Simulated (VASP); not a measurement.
A run of VASP 6.6.1 is set up as follows.

File POSCAR:

```
H22CO12
1.0
    7.1334920000      0.0000000000      0.0000000000
    0.0000000000      7.1334920000      0.0000000000
    0.0000000000      0.0000000000      7.1334920000
O H C
12 22 1
Direct
    0.2368685631      1.0036599186      0.3589966877
    0.7536981888      0.3321234537      0.3597676986
    0.1605805404      0.7660764181      0.8354954348
    0.5908046157      0.1644636316      0.8767375081
    0.8701628880      0.4164860632      0.7598522575
    0.4884704434      0.5859122012      0.9375492396
    0.2364339933      0.2343031996      0.6762886956
    0.8139071299      0.8194303715      0.7857161682
    0.8822186946     -0.0146071517      0.2003226470
    0.0286816050      0.5956409568      0.2183502834
    0.4578262652      0.5739965784      0.5673939215
    0.6102340901      0.8199069965      0.4460368078
    0.3131005123      1.0549111151      0.2569288646
    0.1146002547      0.9953189826      0.3032035362
    0.7863469953      0.4285839250      0.2709192076
    0.6298317851      0.3598377905      0.4171729638
    0.1385576657      0.6940359644      0.7282828662
    0.0453634770      0.8141454424      0.8483923442
    0.6970218793      0.2349059899      0.8192621510
    0.4667279363      0.2226819628      0.8243368045
    0.8690834727      0.5484130353      0.7979121586
    0.8580369895      0.4228504076      0.6247571316
    0.3529267293      0.6100658696      0.9632309113
    0.4962506441      0.4534525307      0.9773053646
    0.1089788844      0.2441581206      0.7025311026
    0.2304902003      0.1661598555      0.5616183490
    0.7037647200      0.8743964387      0.8541258615
    0.7673380723      0.8282899876      0.6547985194
    0.8166547324      0.1013949409      0.2240557640
    0.7821274630     -0.1027967789      0.2369246366
    0.0338123320      0.7324743618      0.1794913347
    0.0722647478      0.5490578808      0.1002734706
    0.4860032085      0.6183647504      0.6962088133
    0.4613729153      0.6314438987      0.2934327255
    0.5162829088      0.6816296983      0.4336165233
```

File INCAR.step1:

```
PREC = Accurate
ENCUT = 910
ISMEAR = -1
SIGMA = 0.02
LREAL = Auto
LASPH = True
NELM = 120
NBANDS = 72
GGA = PE
ALGO = Normal
EDIFF = 1E-5
LWAVE = True
LCHARG = False
GGA_COMPAT = False
```

INCAR.step2

```
PREC = Accurate
ENCUT = 910
EDIFF = 1E-6
ISMEAR = -1
SIGMA = 0.02
LREAL = Auto
LASPH = True
NELM = 120
ALGO = Normal
ISIF = 2
LWAVE = False
LCHARG = False
METAGGA = R2SCAN
LMIXTAU = True
IVDW = 12
VDW_S6 = 1.0
VDW_S8 = 0.78981345
VDW_A1 = 0.49484001
VDW_A2 = 5.73083694
NBANDS = 72
ISTART = 1
GGA_COMPAT = False
```

Contents of KPOINTS:

```
Automatic mesh
0
Gamma
  1 1 1
```

Potentials or basis: VASP PAW PBE potentials, release 64 (O_h, H_h, C_h).

Command:

```bash
$ cat potpaw_PBE.64/O_h/POTCAR potpaw_PBE.64/H_h/POTCAR potpaw_PBE.64/C_h/POTCAR > POTCAR
$ cp INCAR.step1 INCAR
$ mpirun -np 1 vasp_gam > vasp.out
$ cp INCAR.step2 INCAR
$ mpirun -np 1 vasp_gam > vasp.out
```

Predict the dispersion energy per atom.

-0.017 eV.

What does it give for the band gap on the k mesh?

5.08 eV.

Estimate the largest force.

4.975 eV/Å.

Estimate the pressure.

-0.5 GPa.

Forces on the atoms (eV/Å):
```
O    1.098  0.404 -0.554
O   -1.066 -0.215  0.854
O    4.597 -1.474  0.771
O   -1.666  1.500 -0.911
O    0.196  0.376 -0.140
O   -1.539 -0.841  1.022
O    1.425  0.316  0.350
O   -2.196  0.552 -0.274
O   -0.819 -0.930  0.048
O    0.057  2.261 -0.852
O   -0.338 -0.432  0.167
O    1.156  1.062  0.236
H   -0.265 -0.366  0.639
H   -0.907  0.022 -0.146
H   -0.006  0.392  0.105
H    1.166 -0.203 -0.811
H    0.366 -1.090 -1.484
H   -4.294  2.356  0.870
H   -1.015 -0.245  0.524
H    2.291 -1.469  0.405
H   -0.329 -0.271  0.013
H    0.026 -0.162 -0.154
H    1.099  0.498 -0.541
H    0.558  0.633 -0.501
H   -1.788  0.540  0.974
H    0.598 -0.806 -0.974
H    1.374 -0.347 -0.540
H    0.290  0.062  0.695
H    0.174  0.570  0.090
H    0.713  0.338 -0.040
H   -0.300 -1.609  1.063
H    0.072 -0.734 -0.346
H    0.206 -0.243  0.513
H    0.336  0.113  0.582
C   -1.271 -0.558 -1.652
```

Caveat: the k points lie up to 0.88 Å⁻¹ apart; the cutoff is under 1.25 times the usual one of these potentials, so pressure, stress and relaxed cells hold a basis-set (Pulay) error; the atoms stand as in a frame of molecular dynamics; the PAW data sets were made with another functional, which shifts forces and pressure a little.
